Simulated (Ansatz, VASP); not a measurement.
# TaN: VASP beside Ansatz

```
CELL_PARAMETERS angstrom
3.00681 0.00000 0.00000
-1.50340 2.60397 0.00000
0.00000 0.00000 4.85153
ATOMIC_POSITIONS crystal
Ta 0.00000 0.00000 0.00000
Ta 0.00000 0.00000 0.50000
N 0.33333 0.66667 0.25000
N 0.66667 0.33333 0.75000
```

Change from the starting cell: volume scaled by 0.96.

Alike in both runs: task single point; functional PBE; k mesh 9 × 9 × 5; occupations fermi-dirac, width 0.01 eV; no spin polarisation.

|  | VASP | Ansatz |
| --- | --- | --- |
| version | VASP 6.6.1 | Ansatz 0.2.0 |
| potentials or method | VASP PAW PBE potentials, release 64 (Ta_pv, N), cutoff 520 eV | all-electron LAPW, scalar-relativistic |

```csv
,VASP,Ansatz,Ansatz less VASP
pressure (GPa),85.1,82.5,-2.57
"traceless stress, the component that is largest in VASP (GPa)",64.71,63.85,-0.860
```

Both programs put the cell under a high pressure, so it lies far from rest at this level. Ansatz ran all-electron here, and VASP with PAW potentials.

Spin-orbit coupling is off throughout. Noted on VASP's run: the cell as given lies far from equilibrium.
